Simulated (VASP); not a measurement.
B5Ru:

```
B Ru
1.0
     3.17833    0.00000    0.00000
    -1.58916    2.75251    0.00000
     0.00000    0.00000    5.35957
B Ru
5 1
Direct
  0.50000 0.00000 0.00000
  0.00000 0.50000 0.00000
  0.50000 0.50000 0.00000
  0.00000 0.00000 0.82721
  0.00000 0.00000 0.17279
  0.00000 0.00000 0.50000
```

The cell was built from a structure type or drawn by symmetry, and may not be a known phase.

| Property | Result |
| --- | --- |
| Program | VASP 6.6.1 |
| Task | relaxation of cell and atoms |
| Functional | PBE |
| Potentials or basis | VASP PAW PBE potentials, release 64 (B, Ru_pv) |
| Cutoff | 600 eV |
| k mesh | 6 × 6 × 4 |
| Occupations | gaussian, width 0.1 eV |
| Spin | no spin polarisation |

At the start: pressure 61.6 GPa; volume 7.81 Å³/atom.

**Question.** How do energy, volume and symmetry change on relaxing?

**Answer.** Over 10 steps the energy falls by 564.1 meV/atom and the volume is 9.93 Å³/atom (+27.1 %); space group P6/mmm (No. 191, to 0.1 Å) before and after.

Step by step:
```csv
step,energy change (eV),largest force (eV/Å),pressure (GPa),volume (Å³)
1,0.0000,2.8260,61.59,46.89
2,-1.5203,2.7993,-16.88,69.73
3,-2.5057,2.8936,1.62,58.23
4,-3.1779,1.4500,-4.39,60.68
5,-3.3032,0.5559,-6.24,61.80
6,-3.3150,0.1193,-6.84,62.30
7,-3.3570,0.3973,3.11,58.74
8,-3.3795,0.2303,-0.82,60.03
9,-3.3843,0.0669,-0.13,59.69
10,-3.3847,0.0096,0.09,59.58
```

Final structure:
```
B Ru
1.0
     3.24230    0.00000    0.00000
    -1.62115    2.80791    0.00000
     0.00000    0.00000    6.54444
B Ru
5 1
Cartesian
  1.6211 0.0000 0.0000
  -0.8106 1.4040 0.0000
  0.8106 1.4040 0.0000
  0.0000 0.0000 5.3111
  -1.6211 2.8079 1.2333
  0.0000 0.0000 3.2722
```

Caveat: the k points lie up to 0.37 Å⁻¹ apart in the final cell, too coarse for converged energies and pressures of a metal; the volume moved by over 15 % at a fixed basis, so the end points are rough.
